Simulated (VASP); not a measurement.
# Br (Immm) in VASP: settings compared, part 2 of 2

VASP 6.6.1. Earlier steps stand in the parts before.

## Step 3: Single point, PBE+D3(BJ)

INCAR reads:

```
PREC     = Accurate       # precision mode
ENCUT    = 500            # plane-wave cutoff, eV
EDIFF    = 1E-6           # SCF threshold, eV
ISMEAR   = -1             # smearing method
SIGMA    = 0.13           # smearing width, eV
LREAL    = F              # projectors in reciprocal space
LASPH    = T              # aspherical terms in the spheres
NELM     = 120            # most SCF steps
ALGO     = Normal         # electronic algorithm
ISIF     = 2              # what is computed and relaxed
LWAVE    = F              # write WAVECAR
LCHARG   = F              # write CHGCAR
GGA      = PE             # functional
IVDW     = 12             # dispersion correction
NBANDS   = 10             # bands
GGA_COMPAT= F
```

KPOINTS reads:

```
Automatic mesh
0
Gamma
  2 2 3
```

POSCAR reads:

```
Br
1.0
   -1.2867684050      1.7199972000      3.5779911600
    1.2867684050     -1.7199972000      3.5779911600
    1.2867684050      1.7199972000     -3.5779911600
Br
1
Direct
    0.0000000000      0.0000000000      0.0000000000
```

Potentials or basis: VASP PAW PBE potentials, release 64 (Br).

Command:

```console
cat potpaw_PBE.64/Br/POTCAR > POTCAR
mpirun -np 1 vasp_std > vasp.out
```

OUTCAR:

```text
PREC = Accurate
   ENCUT = 500
   EDIFF = 1E-6
   ISMEAR = -1
   LREAL = F
   LASPH = T
   NELM = 120
   ISIF = 2
   GGA = PE
   IVDW = 12
 IVDW          = 12

 ion  position               nearest neighbor table
   1  0.000  0.000  0.000-

  LATTYP: Found a body centered orthorhombic cell.
 ALAT       =     2.5735368100
 B/A-ratio  =     1.3366796957
 C/A-ratio  =     2.7806022794

  Lattice vectors:

 A1 = (  -1.2867684050,   1.7199972000,   3.5779911600)
 A2 = (   1.2867684050,  -1.7199972000,   3.5779911600)
 A3 = (   1.2867684050,   1.7199972000,  -3.5779911600)

Analysis of symmetry for initial positions (statically):
=====================================================================
 Subroutine PRICEL returns:
 Original cell was already a primitive cell.

 Routine SETGRP: Setting up the symmetry group for a
 body centered orthorhombic supercell.

 Subroutine GETGRP returns: Found  8 space group operations
 (whereof  8 operations were pure point group operations)
 out of a pool of  8 trial point group operations.

The static configuration has the point symmetry D_2h.

Analysis of symmetry for dynamics (positions and initial velocities):
=====================================================================
 Subroutine PRICEL returns:
 Original cell was already a primitive cell.

 Routine SETGRP: Setting up the symmetry group for a
 body centered orthorhombic supercell.

 Subroutine GETGRP returns: Found  8 space group operations
 (whereof  8 operations were pure point group operations)
 out of a pool of  8 trial point group operations.

The dynamic configuration has the point symmetry D_2h.

 Subroutine INISYM returns: Found  8 space group operations
 (whereof  8 operations are pure point group operations),
 and found     1 'primitive' translations

----------------------------------------------------------------------------------------

                                     Primitive cell

  volume of cell :      31.6758

  direct lattice vectors                    reciprocal lattice vectors
    -1.286768405  1.719997200  3.577991160     0.000000000  0.290698148  0.139743218
     1.286768405 -1.719997200  3.577991160     0.388570312  0.000000000  0.139743218
     1.286768405  1.719997200 -3.577991160     0.388570312  0.290698148  0.000000000

  length of vectors
     4.173270185  4.173270185  4.173270185     0.322542370  0.412934685  0.485275489

  position of ions in fractional coordinates (direct lattice)
     0.000000000  0.000000000  0.000000000

  ion indices of the primitive-cell ions
   primitive index   ion index
                 1           1

----------------------------------------------------------------------------------------

 KPOINTS: Automatic mesh

Automatic generation of k-mesh.
 Grid dimensions read from file:
 generate k-points for:    2    2    3

 Generating k-lattice:

  Cartesian coordinates                     Fractional coordinates (reciprocal lattice)
     0.000000000  0.145349074  0.069871609     0.500000000  0.000000000  0.000000000
[... 35 lines left out ...]

 Following reciprocal coordinates:
            Coordinates               Weight
  0.000000  0.000000  0.000000      1.000000
  0.500000  0.000000 -0.000000      1.000000
 -0.000000  0.500000  0.000000      1.000000
  0.500000  0.500000  0.000000      1.000000
  0.000000  0.000000  0.333333      2.000000
  0.500000  0.000000  0.333333      2.000000
 -0.000000  0.500000  0.333333      2.000000
  0.500000  0.500000  0.333333      2.000000
   k-points           NKPTS =      8   k-points in BZ     NKDIM =      8   number of bands    NBANDS=     10
   number of dos      NEDOS =    301   number of ions     NIONS =      1
   total plane-waves  NPLWV =  27000
   dimension x,y,z NGX =    30 NGY =   30 NGZ =   30
   dimension x,y,z NGXF=    60 NGYF=   60 NGZF=   60
   ions per type =               1
   NGX,Y,Z   is equivalent  to a cutoff of  11.95, 11.95, 11.95 a.u.
   NGXF,Y,Z  is equivalent  to a cutoff of  23.90, 23.90, 23.90 a.u.
 SYSTEM =  unknown system
   PREC   = accura    normal or accurate (medium, high low for compatibility)
   ISTART =      0    job   : 0-new  1-cont  2-samecut
   ICHARG =      2    charge: 1-file 2-atom 10-const
   ISPIN  =      1    spin polarized calculation?
   LNONCOLLINEAR =      F non collinear calculations
   LSORBIT =      F    spin-orbit coupling
   LASPH  =      T    aspherical Exc in radial PAW
   ENCUT  =  500.0 eV  36.75 Ry    6.06 a.u.   7.61  7.61  7.61*2*pi/ulx,y,z
   NELM   =    120;   NELMIN=  2; NELMDL= -5     # of ELM steps
   EDIFF  = 0.1E-05   stopping-criterion for ELM
   LREAL  =      F    real-space projection
   EDIFFG = 0.1E-04   stopping-criterion for IOM
   NSW    =      0    number of steps for IOM
   IBRION =     -1    ionic relax: 0-MD 1-quasi-New 2-CG
   NFREE  =      0    steps in history (QN), initial steepest desc. (CG)
   ISIF   =      2    stress and relaxation
   ISYM   =      2    0-nonsym 1-usesym 2-fastsym
   POTIM  = 0.5000    time-step for ionic-motion
   TEBEG  =    0.0;   TEEND  =   0.0 temperature during run
   PSTRESS=    0.0 pullay stress
   NELECT =       7.0000    total number of electrons
   NUPDOWN=      -1.0000    fix difference up-down
   EMIN   =  10.00;   EMAX   =-10.00  energy-range for DOS
   EFERMI =   0.00;   METHOD = LEGACY
   ISMEAR =    -1;   SIGMA  =   0.13  broadening in eV -4-tet -1-fermi 0-gaus
   EFERMI_NEDOS =   21; number of points for ismear=-14 and -15
   IALGO  =     38    algorithm
   IMIX   =      4    mixing-type and parameters
     AMIX     =   0.40;   BMIX     =  1.00
     AMIX_MAG =   1.60;   BMIX_MAG =  1.00
  volume/ion in A,a.u.               =      31.68       213.76
  Fermi-wavevector in a.u.,A,eV,Ry     =   0.989764  1.870383 13.328717  0.979633
  Thomas-Fermi vector in A             =   2.121386
   LORBIT       =      0    0 simple, 1 ext, 2 COOP (PROOUT), +10 PAW based schemes
   GGA     = PE    functional components
   LHFCALC =     F    Hartree Fock is set to
   AEXX    =    0.0000 exact exchange contribution
   IVDW    =    12    specifies the selected vdW correction
   LEPSILON=     F    determine dielectric tensor
   LRPA    =     F    only Hartree local field effects (RPA)
 non-spin polarized calculation
  energy-cutoff  :      500.00
  volume of cell :       31.68
 maximum number of plane-waves:       816
   NGX = 15   NGY = 15   NGZ = 15

 number of electron       7.0000000 magnetization

 Free energy of the ion-electron system (eV)
  ---------------------------------------------------
  ext. energy  EPLUGINS =         0.00000000
  ---------------------------------------------------
  free energy    TOTEN  =        -1.39498487 eV

  energy without entropy =       -1.34457535  energy(sigma->0) =       -1.36978011

 E-fermi :   0.6859     XC(G=0):  -8.1633

 val. band max:        0.1808259204   @ k =   0.5000   0.5000   0.0000
 cond. band min:       0.7486834168   @ k =   0.5000   0.5000   0.3333
 fundamental gap:      0.5678574965
 Fermi energy:         0.6858649056

 k-point     1 :       0.0000    0.0000    0.0000
  band No.  band energies     occupation
      1     -15.5759      2.00000
      2      -1.6635      2.00000
      3      -0.8937      1.99999
      4       4.1412      0.00000
      5       5.6652      0.00000
      6       9.5684      0.00000
      7      12.3435      0.00000
      8      13.1640      0.00000
      9      14.8670      0.00000
     10      20.2993      0.00000
[... 79 lines left out ...]
 k-point     8 :       0.5000    0.5000    0.3333
  band No.  band energies     occupation
      1     -14.7990      2.00000
      2      -2.8367      2.00000
      3      -1.5419      2.00000
      4       0.7487      0.76298
      5       9.6364      0.00000
      6      10.9531      0.00000
      7      15.2657      0.00000
      8      16.6262      0.00000
      9      16.7259      0.00000
     10      17.5721      0.00000

------------------------ aborting loop because EDIFF is reached ----------------------------------------

 Edisp (eV)   -0.22551

 E8    (eV) :    -0.0889

  FORCE on cell =-STRESS in cart. coord.  units (eV):
  Direction    XX          YY          ZZ          XY          YZ          ZX
  --------------------------------------------------------------------------------------
  -------------------------------------------------------------------------------------
  Total       0.04431     0.11172     0.31921     0.00000     0.00000     0.00000
  in kB       2.24143     5.65063    16.14570     0.00000     0.00000     0.00000
  external pressure =        8.01 kB  Pullay stress =        0.00 kB

 VOLUME and BASIS-vectors are now :
 -----------------------------------------------------------------------------
  energy-cutoff  :      500.00
  volume of cell :       31.68
      direct lattice vectors                 reciprocal lattice vectors
    -1.286768405  1.719997200  3.577991160     0.000000000  0.290698148  0.139743218
     1.286768405 -1.719997200  3.577991160     0.388570312  0.000000000  0.139743218
     1.286768405  1.719997200 -3.577991160     0.388570312  0.290698148  0.000000000

 POSITION                                       TOTAL-FORCE (eV/Angst)
 -----------------------------------------------------------------------------------
      0.00000      0.00000      0.00000         0.000000      0.000000     -0.000000
 -----------------------------------------------------------------------------------
    total drift:                                0.000000      0.000000      0.000000

  FREE ENERGIE OF THE ION-ELECTRON SYSTEM (eV)
  ---------------------------------------------------
  free  energy   TOTEN  =        -1.6204956069 eV

  energy  without entropy=       -1.5700860843  energy(sigma->0) =       -1.59529085
```

It took 4.5 s on 1 thread of Intel Xeon 6975P-C (Granite Rapids), shared host; peak memory 0.16 GiB.

Results:

- Free energy: -1.6205 eV
- Pressure: 0.8 GPa
- Dispersion energy per atom: -0.226 eV

Levels at points of the mesh, in eV from the Fermi level:
| k point | band 1 | band 2 | band 3 | band 4 | band 5 | band 6 | band 7 |
| --- | --- | --- | --- | --- | --- | --- | --- |
| (0.00, 0.00, 0.00) | -16.26 | -2.35 | -1.58 | 3.46 | 4.98 | 8.88 | 11.66 |
| (0.50, 0.00, 0.00) | -15.79 | -4.59 | -2.69 | 3.60 | 6.10 | 12.10 | 12.64 |
| (0.00, 0.50, 0.00) | -13.27 | -6.59 | -0.87 | 0.38 | 7.08 | 11.09 | 11.64 |
| (0.50, 0.50, 0.00) | -12.92 | -6.22 | -1.87 | -0.51 | 6.17 | 8.13 | 13.17 |

Caveat: the k points lie up to 1.30 Å⁻¹ apart; an odd number of electrons without spin polarisation forces a metal; a magnetic or distorted state may lie lower; pairwise dispersion overbinds metals, which lowers pressure and volume.

## Step 4: Single point, RPBE+D3(BJ)

INCAR reads:

```
SYSTEM = Br
PREC = Accurate
ENCUT = 500
EDIFF = 1E-6
ISMEAR = 0
SIGMA = 0.1
LREAL = .FALSE.
LASPH = .TRUE.
NELM = 120
ALGO = Normal
ISIF = 2
LWAVE = .FALSE.
LCHARG = .FALSE.
GGA = RP
IVDW = 12
NBANDS = 10
GGA_COMPAT = .FALSE.
```

KPOINTS reads:

```
Automatic mesh
0
G
  2 3 3
  0 0 0
```

POSCAR is that of step 3.

Command:

```console
cat potpaw_PBE.64/Br/POTCAR > POTCAR
mpirun -np 1 vasp_std > vasp.out
```

It took 5.1 s on 1 thread of Intel Xeon 6975P-C (Granite Rapids), shared host; peak memory 0.16 GiB.

The run converged. Its results:

```
Free energy                : -2.4228 eV
Pressure                   : -4.4 GPa
Dispersion energy per atom : -0.695 eV
```

Stress tensor (GPa, compression positive):
```
-6.41  0.00  0.00
 0.00 -5.60  0.00
 0.00  0.00 -1.21
```

Levels at points of the mesh, in eV from the Fermi level:
| k point | band 1 | band 2 | band 3 | band 4 | band 5 | band 6 | band 7 | band 8 |
| --- | --- | --- | --- | --- | --- | --- | --- | --- |
| (0.00, 0.00, 0.00) | -15.19 | -1.37 | -0.64 | 4.62 | 6.29 | 9.94 | 12.75 | 13.60 |
| (0.50, 0.00, 0.00) | -14.71 | -3.60 | -1.70 | 4.78 | 7.33 | 13.38 | 13.74 | 15.54 |

Caveat: the k points lie up to 1.02 Å⁻¹ apart; the PAW data sets were made with another functional, which shifts forces and pressure a little; an odd number of electrons without spin polarisation forces a metal; a magnetic or distorted state may lie lower; pairwise dispersion overbinds metals, which lowers pressure and volume.

## Step 5: Summary

```tsv
level	k mesh	smearing	gap on the mesh (eV)	pressure (GPa)
PBE	2 × 2 × 2	methfessel-paxton 0.16 eV	none	4.9
PBE+D3(BJ)	2 × 2 × 3	fermi-dirac 0.13 eV	none	0.8
RPBE+D3(BJ)	2 × 3 × 3	gaussian 0.1 eV	none	-4.4
```

Alike in all rows: task single point; potentials or basis VASP PAW PBE potentials, release 64 (Br); no spin polarisation; cell as given; cutoff (eV) 500.

Caveats: all runs use coarse meshes; an odd number of electrons without spin polarisation forces a metal; a magnetic or distorted state may lie lower; pairwise dispersion overbinds metals, which lowers pressure and volume (some runs); the PAW data sets were made with another functional, which shifts forces and pressure a little (some runs).

Absolute energies hang on the potentials; compare differences alone.
